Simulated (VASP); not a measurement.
RhN, 2 atoms in the cell. Symmetry: F-43m, No. 216, cubic system. The conventional cell has a = 4.599 Å, b = 4.599 Å, c = 4.599 Å, α = 90.00°, β = 90.00°, γ = 90.00°. Rh (site symmetry -43m) has 4 N at 1.99 Å within 2.6 Å. N (site symmetry -43m) has 4 Rh at 1.99 Å within 2.6 Å. 

| Property | Result |
| --- | --- |
| Program | VASP 6.6.1 |
| Task | single point |
| Functional | r2SCAN |
| Potentials or basis | VASP PAW PBE potentials, release 64 (Rh_pv, N) |
| Cutoff | 520 eV |
| k mesh | 12 × 12 × 12 |
| Occupations | gaussian, width 0.05 eV |
| Spin | no spin polarisation |
| Dipole correction | no |
| Further INCAR settings | ALGO = Normal; EDIFF = 1e-07; NBANDS = 17 |

Potentials or basis: VASP PAW PBE potentials, release 64 (Rh_pv, N).

Command:

```bash
$ cat potpaw_PBE.64/Rh_pv/POTCAR potpaw_PBE.64/N/POTCAR > POTCAR
$ cp INCAR.step1 INCAR
$ mpirun -np 1 vasp_std > vasp.out
$ cp INCAR.step2 INCAR
$ mpirun -np 1 vasp_std > vasp.out
```

Hardware: 1 thread of Intel Xeon 8259CL (shared host).

How long does it take, and how much memory?

Run time: 110 s on 1 thread of Intel Xeon 8259CL, with other jobs on the host, peak memory 0.17 GiB. Counts: k points 72.
